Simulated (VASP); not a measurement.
# Cd (I4/mmm) in VASP: single point with PBEsol

Aim: the single point of Cd with PBEsol.

Everything below comes from runs of VASP 6.6.1. Logs are shortened: lines on timing, memory, paths and dates and some standing lists are left out, and cuts for length are marked.

## 1. The cell of the first run

Symmetry: I4/mmm, No. 139, tetragonal system. The conventional cell has a = 4.006 Å, b = 4.006 Å, c = 2.832 Å, α = 90.00°, β = 90.00°, γ = 90.00°. Cd (site symmetry 4/mmm) has 10 Cd at 2.83 to 3.17 Å within 3.7 Å.

## 2. Single point, PBEsol

The input, INCAR:

```
SYSTEM = Cd
ALGO = Normal
EDIFF = 1E-6
ENCUT = 540
GGA = PS
GGA_COMPAT = .False.
ISIF = 2
ISMEAR = 0
LASPH = .True.
LCHARG = .True.
LELF = .True.
LREAL = .False.
LVHAR = .True.
LWAVE = .False.
NBANDS = 16
NELM = 120
PREC = Accurate
SIGMA = 0.15
```

The input, KPOINTS:

```
k-points
0
Gamma
  20 20 20
  0 0 0
```

The input, POSCAR:

```
Cd
1.0
   -2.0029345540      2.0029345540      1.4160747297
    2.0029345540     -2.0029345540      1.4160747297
    2.0029345540      2.0029345540     -1.4160747297
Cd
1
Direct
    0.0000000000      0.0000000000      0.0000000000
```

Potentials or basis: VASP PAW PBE potentials, release 64 (Cd_sv_GW).

On the command line:

```bash
cat potpaw_PBE.64/Cd_sv_GW/POTCAR > POTCAR
mpirun -np 1 vasp_std > vasp.out
```

OUTCAR:

```text
SYSTEM = Cd
   EDIFF = 1E-6
   ENCUT = 540
   GGA = PS
   ISIF = 2
   ISMEAR = 0
   LASPH = .True.
   LREAL = .False.
   NELM = 120
   PREC = Accurate

 ion  position               nearest neighbor table
   1  0.000  0.000  0.000-

  LATTYP: Found a body centered tetragonal cell.
 ALAT       =     4.0058691080
 C/A-ratio  =     0.7070000000

  Lattice vectors:

 A1 = (  -2.0029345540,   2.0029345540,   1.4160747297)
 A2 = (   2.0029345540,  -2.0029345540,   1.4160747297)
 A3 = (   2.0029345540,   2.0029345540,  -1.4160747297)

Analysis of symmetry for initial positions (statically):
=====================================================================
 Subroutine PRICEL returns:
 Original cell was already a primitive cell.

 Routine SETGRP: Setting up the symmetry group for a
 body centered tetragonal supercell.

 Subroutine GETGRP returns: Found 16 space group operations
 (whereof 16 operations were pure point group operations)
 out of a pool of 16 trial point group operations.

The static configuration has the point symmetry D_4h.

Analysis of symmetry for dynamics (positions and initial velocities):
=====================================================================
 Subroutine PRICEL returns:
 Original cell was already a primitive cell.

 Routine SETGRP: Setting up the symmetry group for a
 body centered tetragonal supercell.

 Subroutine GETGRP returns: Found 16 space group operations
 (whereof 16 operations were pure point group operations)
 out of a pool of 16 trial point group operations.

The dynamic configuration has the point symmetry D_4h.

 Subroutine INISYM returns: Found 16 space group operations
 (whereof 16 operations are pure point group operations),
 and found     1 'primitive' translations

----------------------------------------------------------------------------------------

                                     Primitive cell

  volume of cell :      22.7237

  direct lattice vectors                    reciprocal lattice vectors
    -2.002934554  2.002934554  1.416074730     0.000000000  0.249633718  0.353088710
     2.002934554 -2.002934554  1.416074730     0.249633718  0.000000000  0.353088710
     2.002934554  2.002934554 -1.416074730     0.249633718  0.249633718  0.000000000

  length of vectors
     3.166821955  3.166821955  3.166821955     0.432421820  0.432421820  0.353035390

  position of ions in fractional coordinates (direct lattice)
     0.000000000  0.000000000  0.000000000

  ion indices of the primitive-cell ions
   primitive index   ion index
                 1           1

----------------------------------------------------------------------------------------

 KPOINTS: k-points

Automatic generation of k-mesh.
 Grid dimensions read from file:
 generate k-points for:   20   20   20

 Generating k-lattice:

  Cartesian coordinates                     Fractional coordinates (reciprocal lattice)
     0.000000000  0.012481686  0.017654436     0.050000000  0.000000000  0.000000000
     0.012481686  0.000000000  0.017654436     0.000000000  0.050000000  0.000000000
     0.012481686  0.012481686  0.000000000     0.000000000  0.000000000  0.050000000

  Length of vectors
     0.021621091  0.021621091  0.017651769

  Shift w.r.t. Gamma in fractional coordinates (k-lattice)
     0.000000000  0.000000000  0.000000000

 Subroutine IBZKPT returns following result:
 ===========================================

 Found    641 irreducible k-points:

 Following reciprocal coordinates:
            Coordinates               Weight
  0.000000  0.000000  0.000000      1.000000
  0.050000  0.000000 -0.000000      8.000000
  0.100000  0.000000 -0.000000      8.000000
  0.150000  0.000000 -0.000000      8.000000
  0.200000  0.000000 -0.000000      8.000000
  0.250000  0.000000 -0.000000      8.000000
[... 16 lines left out ...]
 -0.400000  0.050000  0.000000     16.000000
 -0.350000  0.050000  0.000000     16.000000
 [... further k-points ...]
   k-points           NKPTS =    641   k-points in BZ     NKDIM =    641   number of bands    NBANDS=     16
   number of dos      NEDOS =    301   number of ions     NIONS =      1
   total plane-waves  NPLWV =  13824
   dimension x,y,z NGX =    24 NGY =   24 NGZ =   24
   dimension x,y,z NGXF=    48 NGYF=   48 NGZF=   48
   ions per type =               1
   NGX,Y,Z   is equivalent  to a cutoff of  12.60, 12.60, 12.60 a.u.
   NGXF,Y,Z  is equivalent  to a cutoff of  25.20, 25.20, 25.20 a.u.
 SYSTEM =  Cd
   PREC   = accura    normal or accurate (medium, high low for compatibility)
   ISTART =      0    job   : 0-new  1-cont  2-samecut
   ICHARG =      2    charge: 1-file 2-atom 10-const
   ISPIN  =      1    spin polarized calculation?
   LNONCOLLINEAR =      F non collinear calculations
   LSORBIT =      F    spin-orbit coupling
   LASPH  =      T    aspherical Exc in radial PAW
   ENCUT  =  540.0 eV  39.69 Ry    6.30 a.u.   6.00  6.00  6.00*2*pi/ulx,y,z
   NELM   =    120;   NELMIN=  2; NELMDL= -5     # of ELM steps
   EDIFF  = 0.1E-05   stopping-criterion for ELM
   LREAL  =      F    real-space projection
   EDIFFG = 0.1E-04   stopping-criterion for IOM
   NSW    =      0    number of steps for IOM
   IBRION =     -1    ionic relax: 0-MD 1-quasi-New 2-CG
   NFREE  =      0    steps in history (QN), initial steepest desc. (CG)
   ISIF   =      2    stress and relaxation
   ISYM   =      2    0-nonsym 1-usesym 2-fastsym
   POTIM  = 0.5000    time-step for ionic-motion
   TEBEG  =    0.0;   TEEND  =   0.0 temperature during run
   PSTRESS=    0.0 pullay stress
   NELECT =      20.0000    total number of electrons
   NUPDOWN=      -1.0000    fix difference up-down
   EMIN   =  10.00;   EMAX   =-10.00  energy-range for DOS
   EFERMI =   0.00;   METHOD = LEGACY
   ISMEAR =     0;   SIGMA  =   0.15  broadening in eV -4-tet -1-fermi 0-gaus
   EFERMI_NEDOS =   21; number of points for ismear=-14 and -15
   IALGO  =     38    algorithm
   IMIX   =      4    mixing-type and parameters
     AMIX     =   0.40;   BMIX     =  1.00
     AMIX_MAG =   1.60;   BMIX_MAG =  1.00
  volume/ion in A,a.u.               =      22.72       153.35
  Fermi-wavevector in a.u.,A,eV,Ry     =   1.568887  2.964766 33.489458  2.461406
  Thomas-Fermi vector in A             =   2.670851
   LORBIT       =      0    0 simple, 1 ext, 2 COOP (PROOUT), +10 PAW based schemes
   GGA     = PS    functional components
   LHFCALC =     F    Hartree Fock is set to
   AEXX    =    0.0000 exact exchange contribution
   IVDW    =     0    specifies the selected vdW correction
   LEPSILON=     F    determine dielectric tensor
   LRPA    =     F    only Hartree local field effects (RPA)
 non-spin polarized calculation
 Gauss-broadening in eV      SIGMA  =   0.15
  energy-cutoff  :      540.00
  volume of cell :       22.72
 maximum number of plane-waves:       665
   NGX = 11   NGY = 11   NGZ = 11

 number of electron      19.9999992 magnetization

 Free energy of the ion-electron system (eV)
  ---------------------------------------------------
  ext. energy  EPLUGINS =         0.00000000
  ---------------------------------------------------
  free energy    TOTEN  =        -1.23040923 eV

  energy without entropy =       -1.22611821  energy(sigma->0) =       -1.22826372

 E-fermi :   5.6280     XC(G=0): -11.1780

 val. band max:        5.6237691781   @ k =  -0.2000  -0.4000   0.1000
 cond. band min:       5.6298255441   @ k =   0.3500   0.3500   0.1000
 fundamental gap:      0.0060563660
 Fermi energy:         5.6280034641

 k-point     1 :       0.0000    0.0000    0.0000
  band No.  band energies     occupation
      1     -97.0861      2.00000
      2     -58.1466      2.00000
      3     -58.1466      2.00000
      4     -58.1223      2.00000
      5      -3.7041      2.00000
      6      -3.6692      2.00000
[... 8 lines left out ...]
     15      24.2021      0.00000
     16      24.2021      0.00000

 k-point     2 :       0.0500    0.0000   -0.0000
  band No.  band energies     occupation
      1     -97.0860      2.00000
      2     -58.1473      2.00000
      3     -58.1472      2.00000
      4     -58.1244      2.00000
      5      -3.6630      2.00000
      6      -3.6547      2.00000
[... 8 lines left out ...]
     15      23.5761      0.00000
     16      23.8490      0.00000

 k-point     3 :       0.1000    0.0000   -0.0000
  band No.  band energies     occupation
      1     -97.0857      2.00000
      2     -58.1482      2.00000
      3     -58.1481      2.00000
      4     -58.1300      2.00000
      5      -3.6151      2.00000
      6      -3.5505      2.00000
[... 8 lines left out ...]
     15      21.8266      0.00000
     16      23.0579      0.00000

 k-point     4 :       0.1500    0.0000   -0.0000
  band No.  band energies     occupation
      1     -97.0850      2.00000
      2     -58.1490      2.00000
      3     -58.1488      2.00000
      4     -58.1373      2.00000
      5      -3.5657      2.00000
      6      -3.3972      2.00000
[... 8 lines left out ...]
     15      21.8490      0.00000
     16      22.4434      0.00000

 k-point     5 :       0.2000    0.0000   -0.0000
  band No.  band energies     occupation
      1     -97.0841      2.00000
      2     -58.1521      2.00000
      3     -58.1496      2.00000
      4     -58.1450      2.00000
      5      -3.5358      2.00000
      6      -3.2964      2.00000
[... 8 lines left out ...]
     15      21.3209      0.00000
     16      23.0342      0.00000

 k-point     6 :       0.2500    0.0000   -0.0000
  band No.  band energies     occupation
      1     -97.0832      2.00000
      2     -58.1612      2.00000
      3     -58.1504      2.00000
      4     -58.1481      2.00000
      5      -3.5526      2.00000
      6      -3.3728      2.00000
[... 8 lines left out ...]
     15      20.4176      0.00000
     16      23.5578      0.00000

 k-point     7 :       0.3000    0.0000   -0.0000
  band No.  band energies     occupation
      1     -97.0823      2.00000
      2     -58.1720      2.00000
      3     -58.1511      2.00000
      4     -58.1493      2.00000
      5      -3.6105      2.00000
      6      -3.5011      2.00000
[... 8 lines left out ...]
     15      19.6349      0.00000
     16      23.5385      0.00000

 k-point     8 :       0.3500    0.0000   -0.0000
  band No.  band energies     occupation
      1     -97.0814      2.00000
      2     -58.1820      2.00000
      3     -58.1521      2.00000
      4     -58.1501      2.00000
      5      -3.6824      2.00000
      6      -3.6228      2.00000
[... 8 lines left out ...]
     15      19.0379      0.00000
     16      23.3044      0.00000

 k-point     9 :       0.4000    0.0000   -0.0000
  band No.  band energies     occupation
      1     -97.0808      2.00000
      2     -58.1903      2.00000
      3     -58.1528      2.00000
      4     -58.1509      2.00000
      5      -3.7466      2.00000
      6      -3.7195      2.00000
[... 8 lines left out ...]
     15      18.6295      0.00000
     16      23.0373      0.00000
[... 172 lines left out ...]
 k-point    19 :       0.4000    0.0500    0.0000
  band No.  band energies     occupation
      1     -97.0804      2.00000
      2     -58.1954      2.00000
      3     -58.1531      2.00000
      4     -58.1513      2.00000
      5      -3.7823      2.00000
      6      -3.7480      2.00000
[... 8 lines left out ...]
     15      18.5710      0.00000
     16      22.4733      0.00000

 k-point    20 :       0.4500    0.0500    0.0000
  band No.  band energies     occupation
      1     -97.0802      2.00000
      2     -58.1973      2.00000
      3     -58.1535      2.00000
      4     -58.1515      2.00000
      5      -3.8012      2.00000
      6      -3.7828      2.00000
[... 8 lines left out ...]
     15      18.6687      0.00000
     16      22.5309      0.00000

 k-point    21 :       0.5000    0.0500   -0.0000
  band No.  band energies     occupation
      1     -97.0803      2.00000
      2     -58.1956      2.00000
      3     -58.1538      2.00000
      4     -58.1514      2.00000
      5      -3.7870      2.00000
      6      -3.7790      2.00000
[... 8 lines left out ...]
     15      18.9501      0.00000
     16      22.7316      0.00000

 k-point    22 :      -0.4500    0.0500   -0.0000
  band No.  band energies     occupation
      1     -97.0807      2.00000
      2     -58.1907      2.00000
      3     -58.1536      2.00000
      4     -58.1513      2.00000
      5      -3.7500      2.00000
      6      -3.7287      2.00000
[... 8 lines left out ...]
     15      19.3584      0.00000
     16      23.0889      0.00000

 k-point    23 :      -0.4000    0.0500    0.0000
  band No.  band energies     occupation
      1     -97.0813      2.00000
      2     -58.1826      2.00000
      3     -58.1533      2.00000
      4     -58.1504      2.00000
      5      -3.6920      2.00000
      6      -3.6403      2.00000
[... 8 lines left out ...]
     15      19.8907      0.00000
     16      23.5871      0.00000

 k-point    24 :      -0.3500    0.0500    0.0000
  band No.  band energies     occupation
      1     -97.0822      2.00000
      2     -58.1728      2.00000
      3     -58.1526      2.00000
      4     -58.1496      2.00000
      5      -3.6228      2.00000
      6      -3.5255      2.00000
[... 8 lines left out ...]
     15      20.5510      0.00000
     16      24.1480      0.00000

 [... further k-points ...]
[... 5 lines left out ...]
  --------------------------------------------------------------------------------------
  -------------------------------------------------------------------------------------
  Total       -0.7072268     -0.7072268     -0.2212975      0.0000000     -0.0000000      0.0000000
  in kB      -49.8642854    -49.8642854    -15.6029737      0.0000000     -0.0000000      0.0000000
  external PRESSURE =     -38.4438482 kB  Pullay stress =       0.0000000 kB

 VOLUME and BASIS-vectors are now :
 -----------------------------------------------------------------------------
  energy-cutoff  :      540.00
  volume of cell :       22.72
      direct lattice vectors                 reciprocal lattice vectors
    -2.002934554  2.002934554  1.416074730     0.000000000  0.249633718  0.353088710
     2.002934554 -2.002934554  1.416074730     0.249633718  0.000000000  0.353088710
     2.002934554  2.002934554 -1.416074730     0.249633718  0.249633718  0.000000000

 POSITION                                       TOTAL-FORCE (eV/Angst)
 -----------------------------------------------------------------------------------
      0.00000      0.00000      0.00000        -0.000000      0.000000     -0.000000
 -----------------------------------------------------------------------------------
    total drift:                                0.000000      0.000000      0.000000

  FREE ENERGIE OF THE ION-ELECTRON SYSTEM (eV)
  ---------------------------------------------------
  free  energy   TOTEN  =        -1.2304092283 eV

  energy  without entropy=       -1.2261182136  energy(sigma->0) =       -1.22826372
```

Wall time 79 s (1 thread of Intel Xeon Platinum 8488C (Sapphire Rapids), shared host); peak memory 0.39 GiB.

What came out:

```yaml
Free_energy: -1.2304 eV
Pressure: -3.8 GPa
Band_gap_on_the_k_mesh: zero (bands 10 and 11 overlap by 5.15 eV)
```

Stress tensor (GPa, compression positive):
```
-4.99  0.00  0.00
 0.00 -4.99  0.00
 0.00  0.00 -1.56
```

Levels at points of the mesh, in eV from the Fermi level:
```csv
k point,band 6,band 7,band 8,band 9,band 10,band 11,band 12,band 13,band 14,band 15
"(0.00, 0.00, 0.00)",-9.30,-8.47,-8.47,-8.35,-8.24,10.54,10.54,14.63,15.21,18.57
"(0.50, 0.00, 0.00)",-9.43,-8.47,-8.13,-7.83,-1.03,0.92,8.04,8.39,12.38,12.69
"(0.50, 0.50, 0.00)",-8.97,-8.56,-8.53,-7.98,-2.69,-2.63,14.21,15.01,15.26,16.10
"(0.50, 0.50, 0.50)",-9.36,-8.03,-8.03,-7.98,1.13,1.13,2.55,5.99,10.59,14.90
```

Caveat: the cell stands under tension; the PAW data sets were made with another functional, which shifts forces and pressure a little.
